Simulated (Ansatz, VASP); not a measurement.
Al in VASP and in Ansatz

```
Al
1.0
     2.81442    0.00000    0.00000
    -1.40721    2.43736    0.00000
     0.00000    0.00000    9.24105
Al
4
Direct
  0.77600 0.87548 0.00000
  0.33333 0.66667 0.25000
  0.22400 0.12452 0.50000
  0.66667 0.33333 0.75000
```

Change from the starting cell: mode 4 frozen in at -0.455 Å and mode 5 at -0.303 Å (largest displacements).

Alike in both runs: task single point; functional PBE; dispersion D3(BJ); k mesh 18 × 18 × 4; occupations gaussian, width 0.15 eV; no spin polarisation.

|  | VASP | Ansatz |
| --- | --- | --- |
| version | VASP 6.6.1 | Ansatz 0.2.0 |
| potentials or method | VASP PAW PBE potentials, release 64 (Al), cutoff 520 eV | scalar-relativistic, plane waves, PAW |
| valence electrons in the cell | 12 | 12 |

```csv
,VASP,Ansatz,Ansatz less VASP
gap on the k mesh at the Fermi level (eV),none,none,-
pressure (GPa),2.5,2.5,0.00
"traceless stress, the component that is largest in VASP (GPa)",4.10,4.10,-0.003
rms of the force components (eV/Å),0.287,0.287,+0.0001
```

Atom by atom the forces differ by 0.000 eV/Å (rms over components). A gap of «none» marks a metal or a gap that the smearing closes.
